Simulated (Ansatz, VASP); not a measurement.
## One calculation of MgO2, two programs

INCAR

```
PREC = Accurate ; ENCUT = 520
EDIFF = 1E-6 ; ISMEAR = 0
SIGMA = 0.05 ; LREAL = False
LASPH = True ; NELM = 100
ALGO = Normal ; ISIF = 2
LWAVE = False ; LCHARG = False
GGA = PS ; NBANDS = 14
```

The input KPOINTS:

```
regular mesh
0
Gamma
  12 12 12
```

Contents of POSCAR:

```
MgO2
1.0
    1.6849990668      0.9728346648      3.3192799312
   -1.6849990668      0.9728346648      3.3192799312
    0.0000000000     -1.9456693296      3.3192799312
Mg O
1 2
Direct
    0.0000000000      0.0000000000      0.0000000000
    0.4287860000      0.4287860000      0.4287860000
    0.5712140000      0.5712140000      0.5712140000
```

Input for Ansatz:

```yaml
crystal:
  lattice:
    - [1.6849990668, 0.9728346648, 3.3192799312]
    - [-1.6849990668, 0.9728346648, 3.3192799312]
    - [0.0, -1.9456693296, 3.3192799312]
  atoms:
    - { symbol: Mg, position: [0.0, 0.0, 0.0] }
    - { symbol: O, position: [0.428786, 0.428786, 0.428786] }
    - { symbol: O, position: [0.571214, 0.571214, 0.571214] }
basis:
  ecutwfc: 420
kpoints:
  mp_grid: { grid: [12, 12, 12] }
hamiltonian:
  xc: pbesol
scf:
  occupations: { method: gaussian, width: 0.05 }
output:
  forces: true
  stress: true
  eigenvalues: true
```

Change from the starting cell: strain +0.050 along x and y, -0.050 along z, atoms carried along.

Alike in both runs: task single point; functional PBEsol; k mesh 12 × 12 × 12; occupations gaussian, width 0.05 eV; no spin polarisation.

|  | VASP | Ansatz |
| --- | --- | --- |
| version | VASP 6.6.1 | Ansatz 0.2.0 |
| potentials or method | VASP PAW PBE potentials, release 64 (Mg, O), cutoff 520 eV | scalar-relativistic, plane waves, PAW |
| valence electrons in the cell | 14 | 22 |

|  | VASP | Ansatz | Ansatz less VASP |
| --- | --- | --- | --- |
| gap on the k mesh at the Fermi level (eV) | 2.66 | 2.68 | +0.015 |
| least direct gap on the mesh (eV) | 2.90 | 2.91 | +0.016 |
| pressure (GPa) | -3.8 | -3.8 | -0.01 |
| traceless stress, the component that is largest in VASP (GPa) | 22.54 | 21.06 | -1.478 |
| rms of the force components (eV/Å) | 1.069 | 0.939 | -0.1297 |

VASP's potentials were made for PBE, not for PBEsol. Atom by atom the forces differ by 0.130 eV/Å (rms over components). With one functional, cell and mesh, what is left measures potentials, basis and numerics. VASP's potentials hold 14 valence electrons a cell and Ansatz's 22, so a difference there can come from the potentials and not from the codes.
